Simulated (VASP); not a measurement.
# CsZn (CsCl type) (Pm-3m) in VASP: relaxation of cell and atoms with PBE

Aim: the relaxation of cell and atoms of CsZn (CsCl type) with PBE.

All numbers are computed with VASP 6.6.1; they aren't measurements. Logs are shortened: lines on timing, memory, paths and dates and some standing lists are left out, and cuts for length are marked.

## 1. The cell of the first run

The structure is cubic, space group Pm-3m (No. 221). Conventional cell: a = 4.586 Å, b = 4.586 Å, c = 4.586 Å, α = 90.00°, β = 90.00°, γ = 90.00°. Cs (site symmetry m-3m) has 8 Zn at 3.97 Å and 6 Cs at 4.59 Å within 5.2 Å. Zn (site symmetry m-3m) has 8 Cs at 3.97 Å and 6 Zn at 4.59 Å within 5.2 Å.

## 2. Relaxation of cell and atoms, PBE

INCAR reads:

```
SYSTEM = CsZn
PREC = Accurate
ENCUT = 600
EDIFF = 1E-7
ISMEAR = -1
SIGMA = 0.05
LREAL = .False.
LASPH = .True.
NELM = 100
ALGO = Normal
ISIF = 3
LWAVE = .False.
LCHARG = .False.
GGA = PE
IBRION = 2
NSW = 32
EDIFFG = -0.005
```

KPOINTS reads:

```
Automatic mesh
0
Gamma
  8 8 8
  0 0 0
```

POSCAR reads:

```
CsZn
1.0
    4.5860445664      0.0000000000      0.0000000000
    0.0000000000      4.5860445664      0.0000000000
    0.0000000000      0.0000000000      4.5860445664
Cs Zn
1 1
Direct
    0.0000000000      0.0000000000      0.0000000000
    0.5000000000      0.5000000000      0.5000000000
```

Potentials or basis: VASP PAW PBE potentials, release 64 (Cs_sv, Zn).

The run is started by

```console
> cat potpaw_PBE.64/Cs_sv/POTCAR potpaw_PBE.64/Zn/POTCAR > POTCAR
> mpirun -np 1 vasp_std > vasp.out
```

OUTCAR:

```text
SYSTEM = CsZn
   PREC = Accurate
   ENCUT = 600
   EDIFF = 1E-7
   ISMEAR = -1
   LREAL = .False.
   LASPH = .True.
   NELM = 100
   ISIF = 3
   GGA = PE
   IBRION = 2
   NSW = 32
   EDIFFG = -0.005

 ion  position               nearest neighbor table
   1  0.000  0.000  0.000-
   2  0.500  0.500  0.500-

  LATTYP: Found a simple cubic cell.
 ALAT       =     4.5860445664

  Lattice vectors:

 A1 = (   4.5860445664,   0.0000000000,   0.0000000000)
 A2 = (   0.0000000000,   4.5860445664,   0.0000000000)
 A3 = (   0.0000000000,   0.0000000000,   4.5860445664)

Analysis of symmetry for initial positions (statically):
=====================================================================
 Subroutine PRICEL returns:
 Original cell was already a primitive cell.

 Routine SETGRP: Setting up the symmetry group for a
 simple cubic supercell.

 Subroutine GETGRP returns: Found 48 space group operations
 (whereof 48 operations were pure point group operations)
 out of a pool of 48 trial point group operations.

The static configuration has the point symmetry O_h .

Analysis of symmetry for dynamics (positions and initial velocities):
=====================================================================
 Subroutine PRICEL returns:
 Original cell was already a primitive cell.

 Routine SETGRP: Setting up the symmetry group for a
 simple cubic supercell.

 Subroutine GETGRP returns: Found 48 space group operations
 (whereof 48 operations were pure point group operations)
 out of a pool of 48 trial point group operations.

The dynamic configuration has the point symmetry O_h .

 Subroutine INISYM returns: Found 48 space group operations
 (whereof 48 operations are pure point group operations),
 and found     1 'primitive' translations

----------------------------------------------------------------------------------------

                                     Primitive cell

  volume of cell :      96.4528

  direct lattice vectors                    reciprocal lattice vectors
     4.586044566  0.000000000  0.000000000     0.218052831  0.000000000  0.000000000
     0.000000000  4.586044566  0.000000000     0.000000000  0.218052831  0.000000000
     0.000000000  0.000000000  4.586044566     0.000000000  0.000000000  0.218052831

  length of vectors
     4.586044566  4.586044566  4.586044566     0.218052831  0.218052831  0.218052831

  position of ions in fractional coordinates (direct lattice)
     0.000000000  0.000000000  0.000000000
     0.500000000  0.500000000  0.500000000

  ion indices of the primitive-cell ions
   primitive index   ion index
                 1           1
                 2           2

----------------------------------------------------------------------------------------

 KPOINTS: Automatic mesh

Automatic generation of k-mesh.
 Grid dimensions read from file:
 generate k-points for:    8    8    8

 Generating k-lattice:

  Cartesian coordinates                     Fractional coordinates (reciprocal lattice)
     0.027256604  0.000000000  0.000000000     0.125000000  0.000000000  0.000000000
     0.000000000  0.027256604  0.000000000     0.000000000  0.125000000  0.000000000
     0.000000000  0.000000000  0.027256604     0.000000000  0.000000000  0.125000000

  Length of vectors
     0.027256604  0.027256604  0.027256604

  Shift w.r.t. Gamma in fractional coordinates (k-lattice)
     0.000000000  0.000000000  0.000000000

 Subroutine IBZKPT returns following result:
 ===========================================

 Found     35 irreducible k-points:

 Following reciprocal coordinates:
            Coordinates               Weight
  0.000000  0.000000  0.000000      1.000000
  0.125000  0.000000  0.000000      6.000000
  0.250000  0.000000  0.000000      6.000000
  0.375000  0.000000  0.000000      6.000000
  0.500000  0.000000  0.000000      3.000000
  0.125000  0.125000  0.000000     12.000000
[... 16 lines left out ...]
  0.375000  0.375000  0.125000     24.000000
  0.500000  0.375000  0.125000     24.000000
 [... further k-points ...]
   k-points           NKPTS =     35   k-points in BZ     NKDIM =     35   number of bands    NBANDS=     14
   number of dos      NEDOS =    301   number of ions     NIONS =      2
   total plane-waves  NPLWV =  64000
   dimension x,y,z NGX =    40 NGY =   40 NGZ =   40
   dimension x,y,z NGXF=    80 NGYF=   80 NGZF=   80
   ions per type =               1   1
   NGX,Y,Z   is equivalent  to a cutoff of  14.50, 14.50, 14.50 a.u.
   NGXF,Y,Z  is equivalent  to a cutoff of  29.00, 29.00, 29.00 a.u.
 SYSTEM =  CsZn
   PREC   = accura    normal or accurate (medium, high low for compatibility)
   ISTART =      0    job   : 0-new  1-cont  2-samecut
   ICHARG =      2    charge: 1-file 2-atom 10-const
   ISPIN  =      1    spin polarized calculation?
   LNONCOLLINEAR =      F non collinear calculations
   LSORBIT =      F    spin-orbit coupling
   LASPH  =      T    aspherical Exc in radial PAW
   ENCUT  =  600.0 eV  44.10 Ry    6.64 a.u.   9.16  9.16  9.16*2*pi/ulx,y,z
   NELM   =    100;   NELMIN=  2; NELMDL= -5     # of ELM steps
   EDIFF  = 0.1E-06   stopping-criterion for ELM
   LREAL  =      F    real-space projection
   EDIFFG = -.5E-02   stopping-criterion for IOM
   NSW    =     32    number of steps for IOM
   IBRION =      2    ionic relax: 0-MD 1-quasi-New 2-CG
   NFREE  =      1    steps in history (QN), initial steepest desc. (CG)
   ISIF   =      3    stress and relaxation
   ISYM   =      2    0-nonsym 1-usesym 2-fastsym
   POTIM  = 0.5000    time-step for ionic-motion
   TEBEG  =    0.0;   TEEND  =   0.0 temperature during run
   PSTRESS=    0.0 pullay stress
   NELECT =      21.0000    total number of electrons
   NUPDOWN=      -1.0000    fix difference up-down
   EMIN   =  10.00;   EMAX   =-10.00  energy-range for DOS
   EFERMI =   0.00;   METHOD = LEGACY
   ISMEAR =    -1;   SIGMA  =   0.05  broadening in eV -4-tet -1-fermi 0-gaus
   EFERMI_NEDOS =   21; number of points for ismear=-14 and -15
   IALGO  =     38    algorithm
   IMIX   =      4    mixing-type and parameters
     AMIX     =   0.40;   BMIX     =  1.00
     AMIX_MAG =   1.60;   BMIX_MAG =  1.00
  volume/ion in A,a.u.               =      48.23       325.45
  Fermi-wavevector in a.u.,A,eV,Ry     =   0.984864  1.861123 13.197071  0.969957
  Thomas-Fermi vector in A             =   2.116129
   LORBIT       =      0    0 simple, 1 ext, 2 COOP (PROOUT), +10 PAW based schemes
   GGA     = PE    functional components
   LHFCALC =     F    Hartree Fock is set to
   AEXX    =    0.0000 exact exchange contribution
   IVDW    =     0    specifies the selected vdW correction
   LEPSILON=     F    determine dielectric tensor
   LRPA    =     F    only Hartree local field effects (RPA)
 conjugate gradient relaxation of ions
 non-spin polarized calculation
  energy-cutoff  :      600.00
  volume of cell :       96.45
 maximum number of plane-waves:      3242
 NGX is ok and might be reduce to    40
   NGX = 19   NGY = 19   NGZ = 19

--------------------------------------- Ionic step        1  -------------------------------------------

 number of electron      20.9999992 magnetization

 Free energy of the ion-electron system (eV)
  ---------------------------------------------------
  ext. energy  EPLUGINS =         0.00000000
  ---------------------------------------------------
  free energy    TOTEN  =        -1.50202636 eV

  energy without entropy =       -1.48500387  energy(sigma->0) =       -1.49351511

------------------------ aborting loop because EDIFF is reached ----------------------------------------

  FORCE on cell =-STRESS in cart. coord.  units (eV):
  Direction    XX          YY          ZZ          XY          YZ          ZX
  --------------------------------------------------------------------------------------
  -------------------------------------------------------------------------------------
  Total       -0.0214001     -0.0214001     -0.0214001     -0.0000000      0.0000000      0.0000000
  in kB       -0.3554775     -0.3554775     -0.3554775     -0.0000000      0.0000000      0.0000000
  external PRESSURE =      -0.3554775 kB  Pullay stress =       0.0000000 kB
[... 57 lines left out ...]
  energy  without entropy=       -1.4850497743  energy(sigma->0) =       -1.49355263

--------------------------------------- Ionic step        3  -------------------------------------------

 number of electron      20.9999989 magnetization

 Free energy of the ion-electron system (eV)
  ---------------------------------------------------
  ext. energy  EPLUGINS =         0.00000000
  ---------------------------------------------------
  free energy    TOTEN  =        -1.50209300 eV

  energy without entropy =       -1.48513322  energy(sigma->0) =       -1.49361311

 E-fermi :   1.3674     XC(G=0):  -7.4102

 val. band max:        1.3380265934   @ k =   0.3750   0.3750   0.3750
 cond. band min:       1.4158472352   @ k =   0.5000   0.3750   0.2500
 fundamental gap:      0.0778206419
 Fermi energy:         1.3673726887

 k-point     1 :       0.0000    0.0000    0.0000
  band No.  band energies     occupation
      1     -21.7967      2.00000
      2      -8.4819      2.00000
      3      -8.4819      2.00000
      4      -8.4819      2.00000
      5      -6.0242      2.00000
      6      -6.0242      2.00000
      7      -6.0019      2.00000
      8      -6.0019      2.00000
      9      -6.0019      2.00000
     10      -3.3066      2.00000
     11       3.0059      0.00000
     12       3.0059      0.00000
     13       4.2813      0.00000
     14       4.2813      0.00000
[... 375 lines left out ...]
 k-point    24 :       0.5000    0.3750    0.1250
  band No.  band energies     occupation
      1     -21.7528      2.00000
      2      -8.8304      2.00000
      3      -8.7640      2.00000
      4      -8.4648      2.00000
      5      -6.0165      2.00000
      6      -6.0083      2.00000
      7      -6.0062      2.00000
      8      -6.0049      2.00000
      9      -5.9838      2.00000
     10      -2.1098      2.00000
     11       1.5627      0.03942
     12       1.9610      0.00001
     13       3.7080      0.00000
     14       3.7368      0.00000

 [... further k-points ...]

------------------------ aborting loop because EDIFF is reached ----------------------------------------

  FORCE on cell =-STRESS in cart. coord.  units (eV):
  Direction    XX          YY          ZZ          XY          YZ          ZX
  --------------------------------------------------------------------------------------
  -------------------------------------------------------------------------------------
  Total       -0.0006357     -0.0006357     -0.0006357      0.0000000      0.0000000     -0.0000000
  in kB       -0.0106245     -0.0106245     -0.0106245      0.0000000      0.0000000     -0.0000000
  external PRESSURE =      -0.0106245 kB  Pullay stress =       0.0000000 kB
[... 17 lines left out ...]
  FREE ENERGIE OF THE ION-ELECTRON SYSTEM (eV)
  ---------------------------------------------------
  free  energy   TOTEN  =        -1.5020929996 eV

  energy  without entropy=       -1.4851332239  energy(sigma->0) =       -1.49361311

 reached required accuracy - stopping structural energy minimisation
```

Wall time 2.5 min (1 thread of Intel Xeon 8259CL, shared host); peak memory 0.29 GiB.

What came out:

```yaml
Free_energy: -1.5021 eV
Relaxed_volume: 47.93 Å³/atom
Relaxed_cell: a = 4.577 Å, b = 4.577 Å, c = 4.577 Å, α = 90.00°, β = 90.00°, γ = 90.00°
Space_group_after_relaxing_to_0.05_Å: Pm-3m (No. 221)
Energy_gained_by_relaxing: 0.0 meV/atom
Ionic_steps: 3
Pressure_after_relaxing: 0.0 GPa
```

Final structure:
```xyz
2
Lattice="4.5766 0.0000 0.0000 0.0000 4.5766 0.0000 0.0000 0.0000 4.5766" Properties=species:S:1:pos:R:3 pbc="T T T"
Cs    0.0000    0.0000    0.0000
Zn    2.2883    2.2883    2.2883
```

Caveat: spin-orbit coupling is left out, which moves the levels of the heavy elements.
